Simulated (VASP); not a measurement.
# NaFe2P2 in VASP: single point with r2SCAN

Aim: the single point of NaFe2P2 with r2SCAN.

All numbers are computed with VASP 6.6.1; they aren't measurements. Logs are shortened: lines on timing, memory, paths and dates and some standing lists are left out, and cuts for length are marked.

### Step 1. The cell of the first run

The typed cell holds 5 atoms: a = 3.914 Å, b = 3.914 Å, c = 6.626 Å, α = 90.00°, β = 90.00°, γ = 60.00°.

### Step 2. Single point, r2SCAN

POSCAR

```
NaFe2P2
1.0
    1.9568660000      3.3893910000      0.0000000000
   -1.9568660000      3.3893910000      0.0000000000
    0.0000000000      0.0000000000      6.6256260000
Fe P Na
2 2 1
Direct
    0.3333000000      0.3334000000      0.6318000000
    0.6667000000      0.6666000000      0.3682000000
    0.3333000000      0.3334000000      0.2606000000
    0.6667000000      0.6666000000      0.7394000000
    0.0000000000      0.0000000000      0.0000000000
```

INCAR.step1

```
SYSTEM = NaFe2P2
PREC = Accurate
ENCUT = 520
ISMEAR = -1
SIGMA = 0.1472
LREAL = .FALSE.
LASPH = .TRUE.
NELM = 100
NBANDS = 24
GGA = PE
ALGO = Normal
EDIFF = 1E-4
LWAVE = .TRUE.
LCHARG = .FALSE.
```

INCAR.step2

```
SYSTEM = NaFe2P2
PREC = Accurate
ENCUT = 520
EDIFF = 1E-6
ISMEAR = -1
SIGMA = 0.1472
LREAL = .FALSE.
LASPH = .TRUE.
NELM = 100
ALGO = Normal
ISIF = 2
LWAVE = .FALSE.
LCHARG = .TRUE.
METAGGA = R2SCAN
LMIXTAU = .TRUE.
LELF = .TRUE.
LVHAR = .TRUE.
NBANDS = 24
ISTART = 1
```

KPOINTS

```
Automatic mesh
0
G
  10 10 5
  0 0 0
```

Potentials or basis: VASP PAW PBE potentials, release 64 (Fe, P, Na_pv).

Run with:

```
> cat potpaw_PBE.64/Fe/POTCAR potpaw_PBE.64/P/POTCAR potpaw_PBE.64/Na_pv/POTCAR > POTCAR
> cp INCAR.step1 INCAR
> mpirun -np 1 vasp_std > vasp.out
> cp INCAR.step2 INCAR
> mpirun -np 1 vasp_std > vasp.out
```

OUTCAR:

```text
SYSTEM = NaFe2P2
   PREC = Accurate
   ENCUT = 520
   EDIFF = 1E-6
   ISMEAR = -1
   LREAL = .FALSE.
   LASPH = .TRUE.
   NELM = 100
   ISIF = 2
   METAGGA = R2SCAN
   ISTART = 1

 ion  position               nearest neighbor table
   1  0.333  0.333  0.632-   4 2.37   4 2.37   4 2.37   3 2.46   2 2.86   2 2.86   2 2.86
   2  0.667  0.667  0.368-   3 2.37   3 2.37   3 2.37   4 2.46   1 2.86   1 2.86   1 2.86
   3  0.333  0.333  0.261-   2 2.37   2 2.37   2 2.37   1 2.46   5 2.84   5 2.84   5 2.84
   4  0.667  0.667  0.739-   1 2.37   1 2.37   1 2.37   2 2.46   5 2.84   5 2.84   5 2.84
   5  0.000  0.000  0.000-   4 2.84   3 2.84   4 2.84   3 2.84   4 2.84   3 2.84

  LATTYP: Found a hexagonal cell.
 ALAT       =     3.9137317094
 C/A-ratio  =     1.6929177808

  Lattice vectors:

 A1 = (   1.9568660000,  -3.3893910000,   0.0000000000)
 A2 = (   1.9568660000,   3.3893910000,   0.0000000000)
 A3 = (   0.0000000000,   0.0000000000,   6.6256260000)

Analysis of symmetry for initial positions (statically):
=====================================================================
 Subroutine PRICEL returns:
 Original cell was already a primitive cell.

 Routine SETGRP: Setting up the symmetry group for a
 hexagonal supercell.

 Subroutine GETGRP returns: Found  4 space group operations
 (whereof  4 operations were pure point group operations)
 out of a pool of 24 trial point group operations.

The static configuration has the point symmetry C_2h.

Analysis of symmetry for dynamics (positions and initial velocities):
=====================================================================
 Subroutine PRICEL returns:
 Original cell was already a primitive cell.

 Routine SETGRP: Setting up the symmetry group for a
 hexagonal supercell.

 Subroutine GETGRP returns: Found  4 space group operations
 (whereof  4 operations were pure point group operations)
 out of a pool of 24 trial point group operations.

The dynamic configuration has the point symmetry C_2h.

 Subroutine INISYM returns: Found  4 space group operations
 (whereof  4 operations are pure point group operations),
 and found     1 'primitive' translations

----------------------------------------------------------------------------------------

                                     Primitive cell

  volume of cell :      87.8900

  direct lattice vectors                    reciprocal lattice vectors
     1.956866000  3.389391000  0.000000000     0.255510597  0.147519127  0.000000000
    -1.956866000  3.389391000  0.000000000    -0.255510597  0.147519127  0.000000000
     0.000000000  0.000000000  6.625626000     0.000000000  0.000000000  0.150929135

  length of vectors
[... 93 lines left out ...]
   NFREE  =      0    steps in history (QN), initial steepest desc. (CG)
   ISIF   =      2    stress and relaxation
   ISYM   =      2    0-nonsym 1-usesym 2-fastsym
   POTIM  = 0.5000    time-step for ionic-motion
   TEBEG  =    0.0;   TEEND  =   0.0 temperature during run
   PSTRESS=    0.0 pullay stress
   NELECT =      33.0000    total number of electrons
   NUPDOWN=      -1.0000    fix difference up-down
   EMIN   =  10.00;   EMAX   =-10.00  energy-range for DOS
   EFERMI =   0.00;   METHOD = LEGACY
   ISMEAR =    -1;   SIGMA  =   0.15  broadening in eV -4-tet -1-fermi 0-gaus
   EFERMI_NEDOS =   21; number of points for ismear=-14 and -15
   IALGO  =     38    algorithm
   IMIX   =      4    mixing-type and parameters
     AMIX     =   0.40;   BMIX     =  1.00
     AMIX_MAG =   1.60;   BMIX_MAG =  1.00
  volume/ion in A,a.u.               =      17.58       118.62
  Fermi-wavevector in a.u.,A,eV,Ry     =   1.181044  2.231850 18.978305  1.394866
  Thomas-Fermi vector in A             =   2.317325
   LORBIT       =      0    0 simple, 1 ext, 2 COOP (PROOUT), +10 PAW based schemes
   METAGGA = R2SCAN    functional components
   LHFCALC =     F    Hartree Fock is set to
   AEXX    =    0.0000 exact exchange contribution
   IVDW    =     0    specifies the selected vdW correction
   LEPSILON=     F    determine dielectric tensor
   LRPA    =     F    only Hartree local field effects (RPA)
 non-spin polarized calculation
  energy-cutoff  :      520.00
  volume of cell :       87.89
 maximum number of plane-waves:      2400
 NGX is ok and might be reduce to    30
   NGX = 15   NGY = 15   NGZ = 25

 number of electron      32.9999999 magnetization

 Free energy of the ion-electron system (eV)
  ---------------------------------------------------
  ext. energy  EPLUGINS =         0.00000000
  ---------------------------------------------------
  free energy    TOTEN  =       -49.90833444 eV

  energy without entropy =      -49.50702151  energy(sigma->0) =      -49.70767798

 E-fermi :   3.7878     XC(G=0): -10.6355

 val. band max:        3.7803187670   @ k =   0.0000   0.5000   0.2000
 cond. band min:       3.7884150151   @ k =   0.4000  -0.2000   0.4000
 fundamental gap:      0.0080962480
 Fermi energy:         3.7878247022

 k-point     1 :       0.0000    0.0000    0.0000
  band No.  band energies     occupation
      1     -20.6106      2.00000
      2     -20.6068      2.00000
      3     -20.6065      2.00000
      4      -7.9975      2.00000
      5      -6.7971      2.00000
      6      -0.8728      2.00000
[... 637 lines left out ...]
     23      10.3451      0.00000
     24      10.6553      0.00000

 [... further k-points ...]

------------------------ aborting loop because EDIFF is reached ----------------------------------------

  FORCE on cell =-STRESS in cart. coord.  units (eV):
  Direction    XX          YY          ZZ          XY          YZ          ZX
  --------------------------------------------------------------------------------------
  -------------------------------------------------------------------------------------
  Total      -10.0879927    -10.0869835     -7.9389926      0.0008722      0.0004601     -0.0007966
  in kB     -183.8974343   -183.8790376   -144.7225844      0.0159004      0.0083877     -0.0145216
  external PRESSURE =    -170.8330188 kB  Pullay stress =       0.0000000 kB

 VOLUME and BASIS-vectors are now :
 -----------------------------------------------------------------------------
  energy-cutoff  :      520.00
  volume of cell :       87.89
      direct lattice vectors                 reciprocal lattice vectors
     1.956866000  3.389391000  0.000000000     0.255510597  0.147519127  0.000000000
    -1.956866000  3.389391000  0.000000000    -0.255510597  0.147519127  0.000000000
     0.000000000  0.000000000  6.625626000     0.000000000  0.000000000  0.150929135

 POSITION                                       TOTAL-FORCE (eV/Angst)
 -----------------------------------------------------------------------------------
     -0.00020      2.25971      4.18607         0.001860     -0.001074     -0.695995
      0.00020      4.51908      2.43956        -0.001860      0.001074      0.695995
     -0.00020      2.25971      1.72664         0.001688     -0.000974      3.053179
      0.00020      4.51908      4.89899        -0.001688      0.000974     -3.053179
      0.00000      0.00000      0.00000         0.000000      0.000000      0.000000
 -----------------------------------------------------------------------------------
    total drift:                               -0.000000      0.000000      0.000000

  FREE ENERGIE OF THE ION-ELECTRON SYSTEM (eV)
  ---------------------------------------------------
  free  energy   TOTEN  =       -49.9083344440 eV

  energy  without entropy=      -49.5070215096  energy(sigma->0) =      -49.70767798
```

OSZICAR.step1:

```text
N       E                     dE             d eps       ncg     rms          rms(c)
DAV:   1     0.250499008745E+03    0.25050E+03   -0.14162E+04  6784   0.143E+03
DAV:   2    -0.123551257780E+02   -0.26285E+03   -0.25095E+03  6768   0.360E+02
DAV:   3    -0.330885420028E+02   -0.20733E+02   -0.19790E+02  8736   0.110E+02
DAV:   4    -0.338891365022E+02   -0.80059E+00   -0.79771E+00  8384   0.218E+01
DAV:   5    -0.339272048936E+02   -0.38068E-01   -0.38051E-01  9416   0.444E+00    0.197E+01
DAV:   6    -0.499982283754E+02   -0.16071E+02   -0.10014E+02  9408   0.129E+02    0.486E+01
DAV:   7    -0.289352283170E+02    0.21063E+02   -0.39041E+01  7952   0.966E+01    0.562E+00
DAV:   8    -0.293243158040E+02   -0.38909E+00   -0.47188E+00  7136   0.109E+01    0.268E+00
DAV:   9    -0.292537424874E+02    0.70573E-01   -0.20505E-01 10552   0.473E+00    0.125E+00
DAV:  10    -0.292472467354E+02    0.64958E-02   -0.36635E-02  8104   0.110E+00    0.734E-01
DAV:  11    -0.292456935506E+02    0.15532E-02   -0.74118E-03 11032   0.114E+00    0.327E-01
DAV:  12    -0.292452497336E+02    0.44382E-03   -0.10111E-03 10256   0.302E-01    0.121E-01
DAV:  13    -0.292452267745E+02    0.22959E-04   -0.24781E-04  6800   0.191E-01
   1 F= -.29245227E+02 E0= -.29022091E+02  d E =-.446271E+00
```

Run time: 13 min. Hardware: 1 thread of Intel Xeon Platinum 8559C (Emerald Rapids), shared host; peak memory 0.41 GiB.

What came out:

```yaml
Free_energy: -49.9083 eV
Pressure: -17.1 GPa
Largest_force: 3.053 eV/Å
Band_gap_on_the_k_mesh: zero (an odd number of electrons rules out a gap without spin polarisation)
```

Forces in eV/Å, atoms in the order of the input:
```
Fe   0.002 -0.001 -0.696
Fe  -0.002  0.001  0.696
P    0.002 -0.001  3.053
P   -0.002  0.001 -3.053
Na   0.000  0.000  0.000
```

Stress tensor (GPa, compression positive):
```
-18.39   0.00   0.00
  0.00 -18.39   0.00
  0.00   0.00 -14.47
```

Levels at points of the mesh, in eV from the Fermi level:
```
           k point  band 14  band 15  band 16  band 17  band 18  band 19  band 20  band 21
(0.00, 0.00, 0.00)    -0.43    -0.23    -0.23     2.17     2.17     2.55     2.83     2.84
(0.50, 0.00, 0.00)    -0.91    -0.61    -0.27    -0.21    -0.03     0.53     0.53     1.99
(0.00, 0.50, 0.00)    -0.91    -0.61    -0.27    -0.21    -0.03     0.53     0.53     1.99
```

Caveat: the cell stands under tension; the PAW data sets were made with another functional, which shifts forces and pressure a little; the run has no spin polarisation, though such a crystal can be magnetic.
